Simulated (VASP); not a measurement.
# CaB6 (Pm-3m) in VASP: notebook

Runs on CaB6. Level: PBE. Tasks: relaxation of cell and atoms.

Program: VASP 6.6.1. These are calculated values, not measurements. Logs are shortened: lines on timing, memory, paths and dates and some standing lists are left out, and cuts for length are marked.

## Step 1: The cell of the first run

Symmetry: Pm-3m, No. 221, cubic system. The conventional cell has a = 4.144 Å, b = 4.144 Å, c = 4.144 Å, α = 90.00°, β = 90.00°, γ = 90.00°. Within 4.2 Å of Ca (site symmetry m-3m) lie 24 B at 3.05 Å and 6 Ca at 4.14 Å. Within 2.2 Å of B (site symmetry 4mm) lie 5 B at 1.67 to 1.75 Å.

The cell was generated, and may not be a known phase.

## Step 2: Relaxation of cell and atoms, PBE

File INCAR:

```
ALGO     = Normal         # electronic algorithm
EDIFF    = 1E-6           # SCF threshold, eV
EDIFFG   = -0.01          # ionic threshold
ENCUT    = 600            # plane-wave cutoff, eV
GGA      = PE             # functional
IBRION   = 2              # ionic algorithm
ISIF     = 3              # what is computed and relaxed
ISMEAR   = 0              # smearing method
LASPH    = T              # aspherical terms in the spheres
LCHARG   = F              # write CHGCAR
LREAL    = F              # projectors in reciprocal space
LWAVE    = F              # write WAVECAR
NELM     = 100            # most SCF steps
NSW      = 100            # ionic steps
PREC     = Accurate       # precision mode
SIGMA    = 0.01           # smearing width, eV
```

File KPOINTS:

```
k-points
0
Gamma
  8 8 8
```

File POSCAR:

```
CaB6
1.0
    4.1437636980      0.0000000000      0.0000000000
    0.0000000000      4.1437636980      0.0000000000
    0.0000000000      0.0000000000      4.1437636980
Ca B
1 6
Direct
    0.0000000000      0.0000000000      0.0000000000
    0.2013963541      0.5000000000      0.5000000000
    0.5000000000      0.2013963541      0.5000000000
    0.7986036459      0.5000000000      0.5000000000
    0.5000000000      0.7986036459      0.5000000000
    0.5000000000      0.5000000000      0.2013963541
    0.5000000000      0.5000000000      0.7986036459
```

Potentials or basis: VASP PAW PBE potentials, release 64 (Ca_sv, B).

Launch:

```console
$ cat potpaw_PBE.64/Ca_sv/POTCAR potpaw_PBE.64/B/POTCAR > POTCAR
$ mpirun -np 1 vasp_std > vasp.out
```

OUTCAR:

```text
EDIFF = 1E-6
   EDIFFG = -0.01
   ENCUT = 600
   GGA = PE
   IBRION = 2
   ISIF = 3
   ISMEAR = 0
   LASPH = T
   LREAL = F
   NELM = 100
   NSW = 100
   PREC = Accurate

 ion  position               nearest neighbor table
   1  0.000  0.000  0.000-
   2  0.201  0.500  0.500-   4 1.67   3 1.75   5 1.75   6 1.75   7 1.75
   3  0.500  0.201  0.500-   5 1.67   4 1.75   2 1.75   6 1.75   7 1.75
   4  0.799  0.500  0.500-   2 1.67   3 1.75   5 1.75   6 1.75   7 1.75
   5  0.500  0.799  0.500-   3 1.67   2 1.75   4 1.75   6 1.75   7 1.75
   6  0.500  0.500  0.201-   7 1.67   3 1.75   4 1.75   5 1.75   2 1.75
   7  0.500  0.500  0.799-   6 1.67   3 1.75   4 1.75   5 1.75   2 1.75

  LATTYP: Found a simple cubic cell.
 ALAT       =     4.1437636980

  Lattice vectors:

 A1 = (   4.1437636980,   0.0000000000,   0.0000000000)
 A2 = (   0.0000000000,   4.1437636980,   0.0000000000)
 A3 = (   0.0000000000,   0.0000000000,   4.1437636980)

Analysis of symmetry for initial positions (statically):
=====================================================================
 Subroutine PRICEL returns:
 Original cell was already a primitive cell.

 Routine SETGRP: Setting up the symmetry group for a
 simple cubic supercell.

 Subroutine GETGRP returns: Found 48 space group operations
 (whereof 48 operations were pure point group operations)
 out of a pool of 48 trial point group operations.

The static configuration has the point symmetry O_h .

Analysis of symmetry for dynamics (positions and initial velocities):
=====================================================================
 Subroutine PRICEL returns:
 Original cell was already a primitive cell.

 Routine SETGRP: Setting up the symmetry group for a
 simple cubic supercell.

 Subroutine GETGRP returns: Found 48 space group operations
 (whereof 48 operations were pure point group operations)
 out of a pool of 48 trial point group operations.

The dynamic configuration has the point symmetry O_h .

 Subroutine INISYM returns: Found 48 space group operations
 (whereof 48 operations are pure point group operations),
 and found     1 'primitive' translations

----------------------------------------------------------------------------------------

                                     Primitive cell

  volume of cell :      71.1516

  direct lattice vectors                    reciprocal lattice vectors
     4.143763698  0.000000000  0.000000000     0.241326502  0.000000000  0.000000000
     0.000000000  4.143763698  0.000000000     0.000000000  0.241326502  0.000000000
     0.000000000  0.000000000  4.143763698     0.000000000  0.000000000  0.241326502

  length of vectors
     4.143763698  4.143763698  4.143763698     0.241326502  0.241326502  0.241326502

  position of ions in fractional coordinates (direct lattice)
     0.000000000  0.000000000  0.000000000
     0.201396354  0.500000000  0.500000000
     0.500000000  0.201396354  0.500000000
     0.798603646  0.500000000  0.500000000
     0.500000000  0.798603646  0.500000000
     0.500000000  0.500000000  0.201396354
     0.500000000  0.500000000  0.798603646

  ion indices of the primitive-cell ions
   primitive index   ion index
                 1           1
                 2           2
                 3           3
                 4           4
                 5           5
                 6           6
                 7           7

----------------------------------------------------------------------------------------

 KPOINTS: k-points

Automatic generation of k-mesh.
 Grid dimensions read from file:
 generate k-points for:    8    8    8

 Generating k-lattice:

  Cartesian coordinates                     Fractional coordinates (reciprocal lattice)
     0.030165813  0.000000000  0.000000000     0.125000000  0.000000000  0.000000000
     0.000000000  0.030165813  0.000000000     0.000000000  0.125000000  0.000000000
     0.000000000  0.000000000  0.030165813     0.000000000  0.000000000  0.125000000

  Length of vectors
     0.030165813  0.030165813  0.030165813

  Shift w.r.t. Gamma in fractional coordinates (k-lattice)
     0.000000000  0.000000000  0.000000000

 Subroutine IBZKPT returns following result:
 ===========================================

 Found     35 irreducible k-points:

 Following reciprocal coordinates:
            Coordinates               Weight
  0.000000  0.000000  0.000000      1.000000
  0.125000  0.000000  0.000000      6.000000
  0.250000  0.000000  0.000000      6.000000
  0.375000  0.000000  0.000000      6.000000
  0.500000  0.000000  0.000000      3.000000
  0.125000  0.125000  0.000000     12.000000
[... 16 lines left out ...]
  0.375000  0.375000  0.125000     24.000000
  0.500000  0.375000  0.125000     24.000000
 [... further k-points ...]
   k-points           NKPTS =     35   k-points in BZ     NKDIM =     35   number of bands    NBANDS=     18
   number of dos      NEDOS =    301   number of ions     NIONS =      7
   total plane-waves  NPLWV =  46656
   dimension x,y,z NGX =    36 NGY =   36 NGZ =   36
   dimension x,y,z NGXF=    72 NGYF=   72 NGZF=   72
   ions per type =               1   6
   NGX,Y,Z   is equivalent  to a cutoff of  14.44, 14.44, 14.44 a.u.
   NGXF,Y,Z  is equivalent  to a cutoff of  28.89, 28.89, 28.89 a.u.
 SYSTEM =  unknown system
   PREC   = accura    normal or accurate (medium, high low for compatibility)
   ISTART =      0    job   : 0-new  1-cont  2-samecut
   ICHARG =      2    charge: 1-file 2-atom 10-const
   ISPIN  =      1    spin polarized calculation?
   LNONCOLLINEAR =      F non collinear calculations
   LSORBIT =      F    spin-orbit coupling
   LASPH  =      T    aspherical Exc in radial PAW
   ENCUT  =  600.0 eV  44.10 Ry    6.64 a.u.   8.28  8.28  8.28*2*pi/ulx,y,z
   NELM   =    100;   NELMIN=  2; NELMDL= -5     # of ELM steps
   EDIFF  = 0.1E-05   stopping-criterion for ELM
   LREAL  =      F    real-space projection
   EDIFFG = -.1E-01   stopping-criterion for IOM
   NSW    =    100    number of steps for IOM
   IBRION =      2    ionic relax: 0-MD 1-quasi-New 2-CG
   NFREE  =      1    steps in history (QN), initial steepest desc. (CG)
   ISIF   =      3    stress and relaxation
   ISYM   =      2    0-nonsym 1-usesym 2-fastsym
   POTIM  = 0.5000    time-step for ionic-motion
   TEBEG  =    0.0;   TEEND  =   0.0 temperature during run
   PSTRESS=    0.0 pullay stress
   NELECT =      28.0000    total number of electrons
   NUPDOWN=      -1.0000    fix difference up-down
   EMIN   =  10.00;   EMAX   =-10.00  energy-range for DOS
   EFERMI =   0.00;   METHOD = LEGACY
   ISMEAR =     0;   SIGMA  =   0.01  broadening in eV -4-tet -1-fermi 0-gaus
   EFERMI_NEDOS =   21; number of points for ismear=-14 and -15
   IALGO  =     38    algorithm
   IMIX   =      4    mixing-type and parameters
     AMIX     =   0.40;   BMIX     =  1.00
     AMIX_MAG =   1.60;   BMIX_MAG =  1.00
  volume/ion in A,a.u.               =      10.16        68.59
  Fermi-wavevector in a.u.,A,eV,Ry     =   1.199681  2.267069 19.581981  1.439235
  Thomas-Fermi vector in A             =   2.335537
   LORBIT       =      0    0 simple, 1 ext, 2 COOP (PROOUT), +10 PAW based schemes
   GGA     = PE    functional components
   LHFCALC =     F    Hartree Fock is set to
   AEXX    =    0.0000 exact exchange contribution
   IVDW    =     0    specifies the selected vdW correction
   LEPSILON=     F    determine dielectric tensor
   LRPA    =     F    only Hartree local field effects (RPA)
 conjugate gradient relaxation of ions
 non-spin polarized calculation
 Gauss-broadening in eV      SIGMA  =   0.01
  energy-cutoff  :      600.00
  volume of cell :       71.15
 maximum number of plane-waves:      2392
 NGX is ok and might be reduce to    36
   NGX = 17   NGY = 17   NGZ = 17

--------------------------------------- Ionic step        1  -------------------------------------------

 number of electron      28.0000002 magnetization

 Free energy of the ion-electron system (eV)
  ---------------------------------------------------
  ext. energy  EPLUGINS =         0.00000000
  ---------------------------------------------------
  free energy    TOTEN  =       -45.02100150 eV

  energy without entropy =      -45.02100150  energy(sigma->0) =      -45.02100150

------------------------ aborting loop because EDIFF is reached ----------------------------------------

  FORCE on cell =-STRESS in cart. coord.  units (eV):
  Direction    XX          YY          ZZ          XY          YZ          ZX
  --------------------------------------------------------------------------------------
  -------------------------------------------------------------------------------------
  Total        0.2037431      0.2037431      0.2037431     -0.0000000     -0.0000000      0.0000000
  in kB        4.5878427      4.5878427      4.5878427     -0.0000000     -0.0000000      0.0000000
  external PRESSURE =       4.5878427 kB  Pullay stress =       0.0000000 kB
[... 149 lines left out ...]
  energy  without entropy=      -45.0216114543  energy(sigma->0) =      -45.02161146

--------------------------------------- Ionic step        5  -------------------------------------------

 number of electron      28.0000003 magnetization

 Free energy of the ion-electron system (eV)
  ---------------------------------------------------
  ext. energy  EPLUGINS =         0.00000000
  ---------------------------------------------------
  free energy    TOTEN  =       -45.02167459 eV

  energy without entropy =      -45.02167459  energy(sigma->0) =      -45.02167459

 E-fermi :   4.6803     XC(G=0): -10.5622

 val. band max:        4.6469821373   @ k =   0.3750   0.0000   0.0000
 cond. band min:       4.7126793038   @ k =   0.5000   0.0000   0.0000
 fundamental gap:      0.0656971664
 Fermi energy:         4.6803374299

 k-point     1 :       0.0000    0.0000    0.0000
  band No.  band energies     occupation
      1     -36.5340      2.00000
      2     -17.5180      2.00000
      3     -17.5180      2.00000
      4     -17.5180      2.00000
      5      -9.7818      2.00000
      6      -2.2134      2.00000
[... 10 lines left out ...]
     17       7.4704      0.00000
     18       8.0043      0.00000
[... 466 lines left out ...]
      2     -17.5639      2.00000
      3     -17.5547      2.00000
      4     -17.5134      2.00000
      5      -9.1628      2.00000
      6      -4.1903      2.00000
[... 10 lines left out ...]
     17       8.9788      0.00000
     18       9.2604      0.00000

 [... further k-points ...]

------------------------ aborting loop because EDIFF is reached ----------------------------------------

  FORCE on cell =-STRESS in cart. coord.  units (eV):
  Direction    XX          YY          ZZ          XY          YZ          ZX
  --------------------------------------------------------------------------------------
  -------------------------------------------------------------------------------------
  Total       -0.0004582     -0.0004582     -0.0004582      0.0000000      0.0000000      0.0000000
  in kB       -0.0102815     -0.0102815     -0.0102815      0.0000000      0.0000000      0.0000000
  external PRESSURE =      -0.0102815 kB  Pullay stress =       0.0000000 kB
[... 22 lines left out ...]
  FREE ENERGIE OF THE ION-ELECTRON SYSTEM (eV)
  ---------------------------------------------------
  free  energy   TOTEN  =       -45.0216745934 eV

  energy  without entropy=      -45.0216745915  energy(sigma->0) =      -45.02167459

 reached required accuracy - stopping structural energy minimisation
```

Wall time 2.2 min (1 thread of Intel Xeon Platinum 8259CL at 2.50GHz (Skylake/Cascade Lake), shared host); peak memory 0.24 GiB.

What came out:

```
Free energy                           : -45.0217 eV
Relaxed volume                        : 10.20 Å³/atom
Relaxed cell                          : a = 4.149 Å, b = 4.149 Å, c = 4.149 Å, α = 90.00°, β = 90.00°, γ = 90.00°
Space group after relaxing (to 0.1 Å) : Pm-3m (No. 221)
Energy gained by relaxing             : 0.1 meV/atom
Ionic steps                           : 5
Pressure after relaxing               : 0.0 GPa
Band gap on the k mesh                : 0.07 eV (least direct gap 0.15 eV)
```

The path:
```csv
step,energy change (eV),largest force (eV/Å),pressure (GPa),volume (Å³)
1,0.0000,0.0770,0.46,71.15
2,0.0003,0.1458,0.06,71.45
3,-0.0006,0.0227,0.28,71.28
4,-0.0006,0.0174,-0.20,71.49
5,-0.0007,0.0000,0.00,71.40
```

Final structure:
```
Ca B
1.0
     4.14860    0.00000    0.00000
     0.00000    4.14860    0.00000
     0.00000    0.00000    4.14860
Ca B
1 6
Direct
  0.00000 0.00000 0.00000
  0.20174 0.50000 0.50000
  0.50000 0.20174 0.50000
  0.79826 0.50000 0.50000
  0.50000 0.79826 0.50000
  0.50000 0.50000 0.20174
  0.50000 0.50000 0.79826
```

Levels at points of the mesh, in eV from the valence-band top:
```
           k point  band 11  band 12  band 13  band 14  band 15  band 16  band 17  band 18
(0.00, 0.00, 0.00)    -5.30    -0.32    -0.32    -0.32     2.82     2.82     2.82     3.36
(0.50, 0.00, 0.00)    -2.38    -2.38    -1.78    -0.08     0.07     3.19     3.19     3.84
(0.50, 0.50, 0.00)    -2.69    -2.69    -1.47    -1.47     3.07     3.07     4.04     4.34
(0.50, 0.50, 0.50)    -4.35    -1.08    -1.08    -1.08     4.24     4.72     4.72     4.81
```

## Step 3: Relaxation of cell and atoms, PBE

This run uses another cell than the first one, of 10.19 Å³/atom.

File INCAR:

```
PREC = Accurate ; ENCUT = 600
EDIFF = 1E-7 ; ISMEAR = 0
SIGMA = 0.01 ; LREAL = F
LASPH = T ; NELM = 60
ALGO = Normal ; ISIF = 3
LWAVE = F ; LCHARG = F
GGA = PE ; IBRION = 2
NSW = 100 ; EDIFFG = -0.01
```

File KPOINTS:

```
Automatic mesh
0
Gamma
  8 8 8
```

File POSCAR:

```
CaB6
1.0
    4.1468741741      0.0000000000      0.0000000000
    0.0000000000      4.1468741741      0.0000000000
    0.0000000000      0.0000000000      4.1468741741
Ca B
1 6
Direct
    0.5000000000      0.5000000000      0.5000000000
    0.0000000000      0.0000000000      0.2985791951
    0.0000000000      0.0000000000      0.7014208049
    0.2985791951      0.0000000000      0.0000000000
    0.7014208049      0.0000000000      0.0000000000
    0.0000000000      0.2985791951      0.0000000000
    0.0000000000      0.7014208049      0.0000000000
```

Potentials or basis: VASP PAW PBE potentials, release 64 (Ca_sv, B).

Launch:

```console
$ cat potpaw_PBE.64/Ca_sv/POTCAR potpaw_PBE.64/B/POTCAR > POTCAR
$ mpirun -np 1 vasp_std > vasp.out
```

It took 1.9 min on 1 thread of Intel Xeon Platinum 8259CL at 2.50GHz (Skylake/Cascade Lake), shared host; peak memory 0.24 GiB.

The run converged. Its results:

```yaml
Free_energy: -45.0218 eV
Relaxed_volume: 10.19 Å³/atom
Relaxed_cell: a = 4.147 Å, b = 4.147 Å, c = 4.147 Å, α = 90.00°, β = 90.00°, γ = 90.00°
Space_group_after_relaxing_to_0.1_Å: Pm-3m (No. 221)
Energy_gained_by_relaxing: 0.0 meV/atom
Ionic_steps: 3
Pressure_after_relaxing: 0.1 GPa
Band_gap_on_the_k_mesh: 0.07 eV (least direct gap 0.15 eV)
```

Forces on the atoms (eV/Å):
```
Ca   0.000  0.000  0.000
B    0.000  0.000  0.003
B    0.000  0.000 -0.003
B    0.003  0.000  0.000
B   -0.003  0.000  0.000
B    0.000  0.003  0.000
B    0.000 -0.003  0.000
```

Step by step:
| step | energy change (eV) | largest force (eV/Å) | pressure (GPa) | volume (Å³) |
| --- | --- | --- | --- | --- |
| 1 | 0.0000 | 0.0799 | 0.11 | 71.31 |
| 2 | 0.0009 | 0.1660 | 0.21 | 71.39 |
| 3 | -0.0003 | 0.0030 | 0.14 | 71.34 |

Final structure:
```
CELL_PARAMETERS angstrom
4.14736 0.00000 0.00000
0.00000 4.14736 0.00000
0.00000 0.00000 4.14736
ATOMIC_POSITIONS crystal
Ca 0.50000 0.50000 0.50000
B 0.00000 0.00000 0.29827
B 0.00000 0.00000 0.70173
B 0.29827 0.00000 0.00000
B 0.70173 0.00000 0.00000
B 0.00000 0.29827 0.00000
B 0.00000 0.70173 0.00000
```

Levels at points of the mesh, in eV from the valence-band top:
```csv
k point,band 11,band 12,band 13,band 14,band 15,band 16,band 17,band 18
"(0.00, 0.00, 0.00)",-5.30,-0.32,-0.32,-0.32,2.82,2.82,2.82,3.36
"(0.50, 0.00, 0.00)",-2.38,-2.38,-1.78,-0.08,0.07,3.19,3.19,3.84
"(0.50, 0.50, 0.00)",-2.69,-2.69,-1.47,-1.47,3.07,3.07,4.04,4.34
"(0.50, 0.50, 0.50)",-4.35,-1.08,-1.08,-1.08,4.24,4.72,4.72,4.82
```
